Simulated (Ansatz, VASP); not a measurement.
Two plane-wave programs on CsPbCl3

File INCAR:

```
SYSTEM = CsPbCl3
PREC = Accurate ; ENCUT = 520
EDIFF = 1E-6 ; ISMEAR = 0
SIGMA = 0.05 ; LREAL = .False.
LASPH = .True. ; NELM = 60
ALGO = Normal ; ISIF = 2
LWAVE = .False. ; LCHARG = .True.
GGA = PE ; LELF = .True.
LVHAR = .True. ; NBANDS = 30
```

Contents of KPOINTS:

```
Automatic mesh
0
Gamma
  6 6 6
  0 0 0
```

Contents of POSCAR:

```
CsPbCl3
1.0
    5.6050019085      0.0000000000      0.0000000000
    0.0000000000      5.6050019085      0.0000000000
    0.0000000000      0.0000000000      5.6050019085
Cs Pb Cl
1 1 3
Direct
    0.0000000000      0.0000000000      0.0000000000
    0.5000000000      0.5000000000      0.5000000000
    0.0000000000      0.5000000000      0.5000000000
    0.5000000000      0.5000000000      0.0000000000
    0.5000000000      0.0000000000      0.5000000000
```

Input for Ansatz:

```yaml
crystal:
  lattice:
    - [5.6050019085, 0.0, 0.0]
    - [0.0, 5.6050019085, 0.0]
    - [0.0, 0.0, 5.6050019085]
  atoms:
    - { symbol: Cs, position: [0.0, 0.0, 0.0] }
    - { symbol: Pb, position: [0.5, 0.5, 0.5] }
    - { symbol: Cl, position: [0.0, 0.5, 0.5] }
    - { symbol: Cl, position: [0.5, 0.5, 0.0] }
    - { symbol: Cl, position: [0.5, 0.0, 0.5] }
basis:
  ecutwfc: 420
  ecutrho_ratio: 4
kpoints:
  mp_grid: { grid: [6, 6, 6] }
hamiltonian:
  xc: pbe
scf:
  occupations: { method: gaussian, width: 0.05 }
output:
  forces: true
  stress: true
  eigenvalues: true
```

Alike in both runs: task single point; functional PBE; k mesh 6 × 6 × 6; occupations gaussian, width 0.05 eV; no spin polarisation.

```csv
,VASP,Ansatz
version,VASP 6.6.1,Ansatz 0.2.0
potentials or method,"VASP PAW PBE potentials, release 64 (Cs_sv, Pb_d, Cl), cutoff 520 eV","scalar-relativistic, plane waves, PAW"
valence electrons in the cell,44,44
```

|  | VASP | Ansatz | Ansatz less VASP |
| --- | --- | --- | --- |
| gap on the k mesh at the Fermi level (eV) | 1.94 | 1.93 | -0.010 |
| least direct gap on the mesh (eV) | 1.94 | 1.93 | -0.010 |
| pressure (GPa) | 1.7 | 1.8 | +0.05 |

With one functional, cell and mesh, what is left measures potentials, basis and numerics.

Spin-orbit coupling is off throughout.
